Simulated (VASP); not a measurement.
# GaN: single point with PBE

Crystal: GaN.

```xyz
16
Lattice="0.0000 0.0000 -5.2432 6.4367 0.0000 0.0000 -3.2184 -5.5744 0.0000" Properties=species:S:1:pos:R:3 pbc="T T T"
Ga    0.0000   -1.8581   -2.6261
Ga    3.2184   -1.8581   -2.6261
Ga   -1.6092   -4.6453   -2.6261
Ga    1.6092   -4.6453   -2.6261
Ga    4.8276   -0.9291   -0.0045
Ga    1.6092   -0.9291   -0.0045
Ga    3.2184   -3.7163   -0.0045
Ga    0.0000   -3.7163   -0.0045
N     0.0000   -1.8581   -0.6509
N     3.2184   -1.8581   -0.6509
N    -1.6092   -4.6453   -0.6509
N     1.6092   -4.6453   -0.6509
N     4.8276   -0.9291   -3.2724
N     1.6092   -0.9291   -3.2724
N     3.2184   -3.7163   -3.2724
N     0.0000   -3.7163   -3.2724
```

```yaml
Program: VASP 6.6.1
Task: single point
Functional: PBE
Potentials_or_basis: VASP PAW PBE potentials, release 64 (Ga_d, N)
Cutoff: 520 eV
k_mesh: 1 × 1 × 1
Occupations: gaussian, width 0.01 eV
Spin: no spin polarisation
Dipole_correction: no
Further_INCAR_settings: LREAL = Auto; ALGO = Normal; EDIFF = 1e-07; NBANDS = 86
```

* Pressure: -1.2 GPa
* Largest force: 0.027 eV/Å
* Band gap on the k mesh: 1.62 eV

Forces in eV/Å, atoms in the order of the input:
```
Ga   0.000  0.000  0.027
Ga   0.000  0.000  0.027
Ga   0.000  0.000  0.027
Ga   0.000  0.000  0.027
Ga   0.000  0.000  0.027
Ga   0.000  0.000  0.027
Ga   0.000  0.000  0.027
Ga   0.000  0.000  0.027
N    0.000  0.000 -0.027
N    0.000  0.000 -0.027
N    0.000  0.000 -0.027
N    0.000  0.000 -0.027
N    0.000  0.000 -0.027
N    0.000  0.000 -0.027
N    0.000  0.000 -0.027
N    0.000  0.000 -0.027
```

Stress tensor (GPa, compression positive):
```
  5.25   0.00   0.00
  0.00   5.25   0.00
  0.00   0.00 -14.07
```

Levels at points of the mesh, in eV from the valence-band top:
```
           k point  band 70  band 71  band 72  band 73  band 74  band 75
(0.00, 0.00, 0.00)    -0.06     0.00     0.00     1.62     3.88     4.79
```

Run time: 61 s on 1 thread of Intel(R) Xeon(R) Platinum 8259CL CPU @ 2.50GHz (Skylake/Cascade Lake) (shared host), peak memory 0.27 GiB.

Caveat: the k points lie up to 1.20 Å⁻¹ apart. A k mesh can miss the band edges.
